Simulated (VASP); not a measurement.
# As (P6_3/mmc) in VASP: notebook

Runs on As. Level: RPBE. Tasks: single point.

Program: VASP 6.6.1. These are calculated values, not measurements. Logs are shortened: lines on timing, memory, paths and dates and some standing lists are left out, and cuts for length are marked.

## 1. The cell of the first run

The structure is hexagonal, space group P6_3/mmc (No. 194). Conventional cell: a = 3.099 Å, b = 3.099 Å, c = 4.722 Å, α = 90.00°, β = 90.00°, γ = 120.00°. As (site symmetry -6m2) has 12 As at 2.96 to 3.10 Å within 3.9 Å.

## 2. Single point, RPBE

INCAR

```
SYSTEM = As
  PREC = Accurate
  ENCUT = 520
  EDIFF = 1E-6
  ISMEAR = -1
  SIGMA = 0.1
  LREAL = .FALSE.
  LASPH = .TRUE.
  NELM = 100
  ALGO = Normal
  ISIF = 2
  LWAVE = .FALSE.
  LCHARG = .FALSE.
  GGA = RP
  NBANDS = 12
```

KPOINTS

```
Automatic mesh
0
G
  12 12 7
  0 0 0
```

POSCAR

```
As
1.0
    3.0993390326      0.0000000000      0.0000000000
   -1.5496695163      2.6841063372      0.0000000000
    0.0000000000      0.0000000000      4.7222729413
As
2
Direct
    0.3333333333      0.6666666667      0.2500000000
    0.6666666667      0.3333333333      0.7500000000
```

Potentials or basis: VASP PAW PBE potentials, release 64 (As).

The run is started by

```sh
$ cat potpaw_PBE.64/As/POTCAR > POTCAR
$ mpirun -np 1 vasp_std > vasp.out
```

OUTCAR:

```text
SYSTEM = As
   PREC = Accurate
   ENCUT = 520
   EDIFF = 1E-6
   ISMEAR = -1
   LREAL = .FALSE.
   LASPH = .TRUE.
   NELM = 100
   ISIF = 2
   GGA = RP

 ion  position               nearest neighbor table
   1  0.333  0.667  0.250-
   2  0.667  0.333  0.750-

  LATTYP: Found a hexagonal cell.
 ALAT       =     3.0993390326
 C/A-ratio  =     1.5236387151

  Lattice vectors:

 A1 = (   3.0993390326,   0.0000000000,   0.0000000000)
 A2 = (  -1.5496695163,   2.6841063372,   0.0000000000)
 A3 = (   0.0000000000,   0.0000000000,   4.7222729413)

Analysis of symmetry for initial positions (statically):
=====================================================================
 Subroutine PRICEL returns:
 Original cell was already a primitive cell.

 Routine SETGRP: Setting up the symmetry group for a
 hexagonal supercell.

 Subroutine GETGRP returns: Found 24 space group operations
 (whereof 12 operations were pure point group operations)
 out of a pool of 24 trial point group operations.

The static configuration has the point symmetry D_3d.
 The point group associated with its full space group is D_6h.

Analysis of symmetry for dynamics (positions and initial velocities):
=====================================================================
 Subroutine PRICEL returns:
 Original cell was already a primitive cell.

 Routine SETGRP: Setting up the symmetry group for a
 hexagonal supercell.

 Subroutine GETGRP returns: Found 24 space group operations
 (whereof 12 operations were pure point group operations)
 out of a pool of 24 trial point group operations.

The dynamic configuration has the point symmetry D_3d.
 The point group associated with its full space group is D_6h.

 Subroutine INISYM returns: Found 24 space group operations
 (whereof 12 operations are pure point group operations),
 and found     1 'primitive' translations

----------------------------------------------------------------------------------------

                                     Primitive cell

  volume of cell :      39.2844

  direct lattice vectors                    reciprocal lattice vectors
     3.099339033  0.000000000  0.000000000     0.322649439  0.186281740  0.000000000
    -1.549669516  2.684106337  0.000000000     0.000000000  0.372563481  0.000000000
     0.000000000  0.000000000  4.722272941     0.000000000  0.000000000  0.211762431

  length of vectors
     3.099339033  3.099339033  4.722272941     0.372563481  0.372563481  0.211762431

  position of ions in fractional coordinates (direct lattice)
     0.333333333  0.666666667  0.250000000
     0.666666667  0.333333333  0.750000000

  ion indices of the primitive-cell ions
   primitive index   ion index
                 1           1
                 2           2

----------------------------------------------------------------------------------------

 KPOINTS: Automatic mesh

Automatic generation of k-mesh.
 Grid dimensions read from file:
 generate k-points for:   12   12    7

 Generating k-lattice:

  Cartesian coordinates                     Fractional coordinates (reciprocal lattice)
     0.026887453  0.015523478  0.000000000     0.083333333  0.000000000  0.000000000
     0.000000000  0.031046957  0.000000000     0.000000000  0.083333333  0.000000000
     0.000000000  0.000000000  0.030251776     0.000000000  0.000000000  0.142857143

  Length of vectors
     0.031046957  0.031046957  0.030251776

  Shift w.r.t. Gamma in fractional coordinates (k-lattice)
     0.000000000  0.000000000  0.000000000

 Subroutine IBZKPT returns following result:
 ===========================================

 Found     76 irreducible k-points:

 Following reciprocal coordinates:
            Coordinates               Weight
  0.000000  0.000000  0.000000      1.000000
  0.083333 -0.000000  0.000000      6.000000
  0.166667 -0.000000  0.000000      6.000000
  0.250000 -0.000000  0.000000      6.000000
  0.333333 -0.000000  0.000000      6.000000
  0.416667 -0.000000  0.000000      6.000000
[... 16 lines left out ...]
  0.250000 -0.000000  0.142857     12.000000
  0.333333 -0.000000  0.142857     12.000000
 [... further k-points ...]
   k-points           NKPTS =     76   k-points in BZ     NKDIM =     76   number of bands    NBANDS=     12
   number of dos      NEDOS =    301   number of ions     NIONS =      2
   total plane-waves  NPLWV =  20736
   dimension x,y,z NGX =    24 NGY =   24 NGZ =   36
   dimension x,y,z NGXF=    48 NGYF=   48 NGZF=   72
   ions per type =               2
   NGX,Y,Z   is equivalent  to a cutoff of  12.87, 12.87, 12.67 a.u.
   NGXF,Y,Z  is equivalent  to a cutoff of  25.75, 25.75, 25.35 a.u.
 SYSTEM =  As
   PREC   = accura    normal or accurate (medium, high low for compatibility)
   ISTART =      0    job   : 0-new  1-cont  2-samecut
   ICHARG =      2    charge: 1-file 2-atom 10-const
   ISPIN  =      1    spin polarized calculation?
   LNONCOLLINEAR =      F non collinear calculations
   LSORBIT =      F    spin-orbit coupling
   LASPH  =      T    aspherical Exc in radial PAW
   ENCUT  =  520.0 eV  38.22 Ry    6.18 a.u.   5.76  5.76  8.78*2*pi/ulx,y,z
   NELM   =    100;   NELMIN=  2; NELMDL= -5     # of ELM steps
   EDIFF  = 0.1E-05   stopping-criterion for ELM
   LREAL  =      F    real-space projection
   EDIFFG = 0.1E-04   stopping-criterion for IOM
   NSW    =      0    number of steps for IOM
   IBRION =     -1    ionic relax: 0-MD 1-quasi-New 2-CG
   NFREE  =      0    steps in history (QN), initial steepest desc. (CG)
   ISIF   =      2    stress and relaxation
   ISYM   =      2    0-nonsym 1-usesym 2-fastsym
   POTIM  = 0.5000    time-step for ionic-motion
   TEBEG  =    0.0;   TEEND  =   0.0 temperature during run
   PSTRESS=    0.0 pullay stress
   NELECT =      10.0000    total number of electrons
   NUPDOWN=      -1.0000    fix difference up-down
   EMIN   =  10.00;   EMAX   =-10.00  energy-range for DOS
   EFERMI =   0.00;   METHOD = LEGACY
   ISMEAR =    -1;   SIGMA  =   0.10  broadening in eV -4-tet -1-fermi 0-gaus
   EFERMI_NEDOS =   21; number of points for ismear=-14 and -15
   IALGO  =     38    algorithm
   IMIX   =      4    mixing-type and parameters
     AMIX     =   0.40;   BMIX     =  1.00
     AMIX_MAG =   1.60;   BMIX_MAG =  1.00
  volume/ion in A,a.u.               =      19.64       132.55
  Fermi-wavevector in a.u.,A,eV,Ry     =   1.037532  1.960651 14.646302  1.076473
  Thomas-Fermi vector in A             =   2.171974
   LORBIT       =      0    0 simple, 1 ext, 2 COOP (PROOUT), +10 PAW based schemes
   GGA     = RP    functional components
   LHFCALC =     F    Hartree Fock is set to
   AEXX    =    0.0000 exact exchange contribution
   IVDW    =     0    specifies the selected vdW correction
   LEPSILON=     F    determine dielectric tensor
   LRPA    =     F    only Hartree local field effects (RPA)
 non-spin polarized calculation
  energy-cutoff  :      520.00
  volume of cell :       39.28
 maximum number of plane-waves:      1085
 NGX is ok and might be reduce to    24
   NGX = 11   NGY = 11   NGZ = 17

 number of electron      10.0000000 magnetization

 number of electron       9.9999999 magnetization

 Free energy of the ion-electron system (eV)
  ---------------------------------------------------
  ext. energy  EPLUGINS =         0.00000000
  ---------------------------------------------------
  free energy    TOTEN  =        -7.57711317 eV

  energy without entropy =       -7.54143756  energy(sigma->0) =       -7.55927536

 E-fermi :   6.2807     XC(G=0): -10.6040

 val. band max:        6.2557473495   @ k =   0.3333   0.1667   0.2857
 cond. band min:       6.3189831674   @ k =   0.5000  -0.0000   0.2857
 fundamental gap:      0.0632358179
 Fermi energy:         6.2806697240

 k-point     1 :       0.0000    0.0000    0.0000
  band No.  band energies     occupation
      1      -8.5885      2.00000
      2      -3.6080      2.00000
      3      -0.0833      2.00000
      4       9.3124      0.00000
      5       9.3124      0.00000
      6      11.2322      0.00000
      7      11.2322      0.00000
      8      12.7243      0.00000
      9      14.4504      0.00000
     10      17.4045      0.00000
     11      17.9505      0.00000
     12      17.9505      0.00000

 k-point     2 :       0.0833   -0.0000    0.0000
  band No.  band energies     occupation
      1      -8.4555      2.00000
      2      -3.5026      2.00000
      3       0.0538      2.00000
      4       8.1362      0.00000
      5       8.8936      0.00000
      6      10.6362      0.00000
      7      11.3523      0.00000
      8      12.4505      0.00000
      9      15.1683      0.00000
     10      16.6424      0.00000
     11      18.1333      0.00000
     12      19.0646      0.00000

 k-point     3 :       0.1667   -0.0000    0.0000
  band No.  band energies     occupation
      1      -8.0590      2.00000
      2      -3.2022      2.00000
      3       0.4618      2.00000
      4       5.9820      1.90392
      5       8.0928      0.00000
      6       9.2013      0.00000
      7      11.3159      0.00000
      8      11.5968      0.00000
      9      14.3416      0.00000
     10      17.7161      0.00000
     11      17.9980      0.00000
     12      18.9000      0.00000
[... 286 lines left out ...]
 k-point    23 :       0.2500   -0.0000    0.1429
  band No.  band energies     occupation
      1      -7.2811      2.00000
      2      -3.3348      2.00000
      3       1.7784      2.00000
      4       4.1188      2.00000
      5       6.9798      0.00184
      6       7.4398      0.00002
      7      10.3497      0.00000
      8      10.6874      0.00000
      9      13.2177      0.00000
     10      15.9888      0.00000
     11      17.7216      0.00000
     12      18.5683      0.00000

 k-point    24 :       0.3333   -0.0000    0.1429
  band No.  band energies     occupation
      1      -6.4060      2.00000
      2      -2.8368      2.00000
      3       1.5640      2.00000
      4       3.3974      2.00000
      5       5.1408      1.99998
      6       6.8402      0.00741
      7       9.0994      0.00000
      8      10.2768      0.00000
      9      12.2386      0.00000
     10      15.0708      0.00000
     11      17.6273      0.00000
     12      18.0982      0.00000

 [... further k-points ...]
[... 5 lines left out ...]
  --------------------------------------------------------------------------------------
  -------------------------------------------------------------------------------------
  Total       -0.0053559     -0.0053559     -0.0030375      0.0000000      0.0000000     -0.0000000
  in kB       -0.2184354     -0.2184354     -0.1238837      0.0000000      0.0000000     -0.0000000
  external PRESSURE =      -0.1869182 kB  Pullay stress =       0.0000000 kB

 VOLUME and BASIS-vectors are now :
 -----------------------------------------------------------------------------
  energy-cutoff  :      520.00
  volume of cell :       39.28
      direct lattice vectors                 reciprocal lattice vectors
     3.099339033  0.000000000  0.000000000     0.322649439  0.186281740  0.000000000
    -1.549669516  2.684106337  0.000000000     0.000000000  0.372563481  0.000000000
     0.000000000  0.000000000  4.722272941     0.000000000  0.000000000  0.211762431

 POSITION                                       TOTAL-FORCE (eV/Angst)
 -----------------------------------------------------------------------------------
     -0.00000      1.78940      1.18057         0.000000      0.000000      0.000000
      1.54967      0.89470      3.54170        -0.000000     -0.000000      0.000000
 -----------------------------------------------------------------------------------
    total drift:                                0.000000     -0.000000      0.000000

  FREE ENERGIE OF THE ION-ELECTRON SYSTEM (eV)
  ---------------------------------------------------
  free  energy   TOTEN  =        -7.5771131688 eV

  energy  without entropy=       -7.5414375569  energy(sigma->0) =       -7.55927536
```

It took 9.5 s on 1 thread of Intel Xeon Platinum 8488C (Sapphire Rapids), shared host; peak memory 0.17 GiB.

What came out:

```yaml
Free_energy: -7.5771 eV
Pressure: 0.0 GPa
Band_gap_on_the_k_mesh: zero (band 5 reaches 10.06 eV, above the bottom of band 6 at 3.20 eV)
```

Levels at points of the mesh, in eV from the Fermi level:
| k point | band 3 | band 4 | band 5 | band 6 | band 7 | band 8 |
| --- | --- | --- | --- | --- | --- | --- |
| (0.00, 0.00, 0.00) | -6.36 | 3.03 | 3.03 | 4.95 | 4.95 | 6.44 |
| (0.50, 0.00, 0.00) | -4.60 | -2.80 | -2.56 | -0.12 | -0.07 | 3.98 |

Caveat: the PAW data sets were made with another functional, which shifts forces and pressure a little.

## 3. Single point, RPBE (volume scaled by 0.88)

INCAR

```
PREC = Accurate
ENCUT = 520
EDIFF = 1E-7
ISMEAR = -1
SIGMA = 0.1
LREAL = F
LASPH = T
NELM = 60
ALGO = Normal
ISIF = 2
LWAVE = F
LCHARG = F
GGA = RP
NBANDS = 12
```

KPOINTS

```
Automatic mesh
0
Gamma
  13 13 8
```

POSCAR

```
As
1.0
    2.9700469170      0.0000000000      0.0000000000
   -1.4850234585      2.5721360805      0.0000000000
    0.0000000000      0.0000000000      4.5252784683
As
2
Direct
    0.3333333333      0.6666666667      0.2500000000
    0.6666666667      0.3333333333      0.7500000000
```

Potentials or basis: VASP PAW PBE potentials, release 64 (As).

The run is started by

```sh
$ cat potpaw_PBE.64/As/POTCAR > POTCAR
$ mpirun -np 1 vasp_std > vasp.out
```

Wall time 23 s (1 thread of Intel Xeon Platinum 8488C (Sapphire Rapids), shared host); peak memory 0.17 GiB.

Results (log left out):

```
Free energy            : -7.3918 eV
Pressure               : 12.9 GPa
Band gap on the k mesh : zero (band 5 reaches 12.52 eV, above the bottom of band 6 at 3.84 eV)
```

Levels at points of the mesh, in eV from the Fermi level:
```tsv
k point	band 1	band 2	band 3	band 4	band 5	band 6	band 7	band 8	band 9	band 10
(0.00, 0.00, 0.00)	-16.03	-10.08	-7.27	3.62	3.62	5.84	5.84	7.74	8.87	11.68
(0.00, 0.00, 0.50)	-14.26	-14.26	0.16	0.16	4.77	4.77	4.77	4.77	10.48	10.48
```

Caveat: the PAW data sets were made with another functional, which shifts forces and pressure a little.
